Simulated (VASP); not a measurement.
A run of VASP 6.6.1:

File INCAR:

```
PREC = Accurate
ENCUT = 520
EDIFF = 1E-6
ISMEAR = 0
SIGMA = 0.15
LREAL = F
LASPH = T
NELM = 60
ALGO = Fast
ISIF = 2
LWAVE = F
LCHARG = T
LELF = T
LVHAR = T
NBANDS = 14
```

The input KPOINTS:

```
Automatic mesh
0
Gamma
  16 16 16
```

POSCAR

```
TiAl
1.0
    3.3378080438     -0.6675616088     -0.6675616088
   -0.6675616088      3.3378080438     -0.6675616088
   -0.6675616088     -0.6675616088      3.3378080438
Ti Al
1 1
Direct
    0.0000000000      0.0000000000      0.0000000000
    0.5000000000      0.5000000000      0.5000000000
```

Potentials or basis: VASP PAW LDA potentials, release 64 (Ti_sv, Al).

The run is started by

```bash
$ cat potpaw_LDA.64/Ti_sv/POTCAR potpaw_LDA.64/Al/POTCAR > POTCAR
$ mpirun -np 1 vasp_std > vasp.out
```

Hardware: 1 thread of Intel Xeon 8259CL (shared host).

Question: Estimate the wall time of this run.

Answer: Wall time 8.9 min on 1 thread of Intel Xeon 8259CL (shared host), peak memory 0.3 GiB. Counts: scf iterations 17, k points 417.
